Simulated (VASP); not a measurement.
Cd, 2 atoms in the cell. Symmetry: P6_3/mmc, No. 194, hexagonal system. The conventional cell has a = 2.916 Å, b = 2.916 Å, c = 5.446 Å, α = 90.00°, β = 90.00°, γ = 120.00°. Within 3.8 Å of Cd (site symmetry -6m2) lie 12 Cd at 2.92 to 3.20 Å. 

* Program: VASP 6.6.1
* Task: single point
* Functional: PBEsol
* Dispersion: D3(BJ)
* Potentials or basis: VASP PAW PBE potentials, release 64 (Cd)
* Cutoff: 520 eV
* k mesh: 7 × 7 × 3
* Occupations: fermi-dirac, width 0.1 eV
* Spin: no spin polarisation
* Dipole correction: no
* Further INCAR settings: ALGO = Normal; EDIFF = 1e-06; NBANDS = 19

Potentials or basis: VASP PAW PBE potentials, release 64 (Cd).

Launch:

```bash
$ cat potpaw_PBE.64/Cd/POTCAR > POTCAR
$ mpirun -np 1 vasp_std > vasp.out
```

Hardware: 1 thread of AMD EPYC 7R13, on a shared host.

Task: How long does it take, and how much memory?

Result: It took 27 s on 1 thread of AMD EPYC 7R13, on a shared host, peak memory 0.14 GiB. Counts: scf iterations 11, k points 16.
